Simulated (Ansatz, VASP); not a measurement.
**Ta2N: VASP beside Ansatz**

```
CELL_PARAMETERS angstrom
3.07862 0.00000 0.00000
-1.53931 2.66616 0.00000
0.00000 0.00000 4.82326
ATOMIC_POSITIONS crystal
Ta 0.66667 0.33333 0.70479
Ta 0.33333 0.66667 0.25374
N 0.00000 0.00000 0.00000
```

Alike in both runs: task single point; functional PBEsol; k mesh 18 × 18 × 10; occupations gaussian, width 0.15 eV; no spin polarisation.

|  | VASP | Ansatz |
| --- | --- | --- |
| version | VASP 6.6.1 | Ansatz 0.2.0 |
| potentials or method | VASP PAW PBE potentials, release 64 (Ta_pv, N), cutoff 520 eV | scalar-relativistic, plane waves, PAW |
| valence electrons in the cell | 27 | 31 |

|  | VASP | Ansatz | Ansatz less VASP |
| --- | --- | --- | --- |
| gap on the k mesh at the Fermi level (eV) | none | none | - |
| pressure (GPa) | -0.1 | -0.6 | -0.49 |
| traceless stress, the component that is largest in VASP (GPa) | 3.65 | 3.69 | +0.039 |
| rms of the force components (eV/Å) | 1.414 | 1.434 | +0.0200 |

VASP's potentials were made for PBE, not for PBEsol. Atom by atom the forces differ by 0.024 eV/Å (rms over components). A gap of «none» marks a metal or a gap that the smearing closes. VASP's potentials hold 27 valence electrons a cell and Ansatz's 31, so a difference there can come from the potentials and not from the codes.

Neither program's run includes spin-orbit coupling.
